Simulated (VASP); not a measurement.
Input of a VASP 6.6.1 run:

INCAR

```
  PREC = Accurate
  ENCUT = 520
  EDIFF = 1E-6
  ISMEAR = -1
  SIGMA = 0.0783
  LREAL = False
  LASPH = True
  NELM = 80
  ALGO = Normal
  ISIF = 2
  LWAVE = False
  LCHARG = False
  GGA = PE
  NBANDS = 18
```

The input KPOINTS:

```
Automatic mesh
0
Gamma
  7 7 4
```

The input POSCAR:

```
Au
1.0
    2.7632870000      0.0000000000      0.0000000000
   -1.3816430000      2.3930770000      0.0000000000
    0.0000000000      0.0000000000      4.4594190000
Au
2
Direct
    0.3333000000      0.6667000000      0.2500000000
    0.6666000000      0.3333000000      0.7500000000
```

Potentials or basis: VASP PAW PBE potentials, release 64 (Au).

The run is started by

```bash
$ cat potpaw_PBE.64/Au/POTCAR > POTCAR
$ mpirun -np 1 vasp_std > vasp.out
```

What does it give for the pressure?

48.3 GPa.

Estimate the band gap on the k mesh.

zero (band 11 reaches 14.96 eV, above the bottom of band 12 at 9.12 eV).

Stress tensor (GPa, compression positive):
```
46.42  0.00  0.00
 0.00 46.42  0.00
 0.00  0.00 52.05
```

Caveat: the k points lie up to 0.38 Å⁻¹ apart; spin-orbit coupling is left out, which moves the levels of the heavy elements.
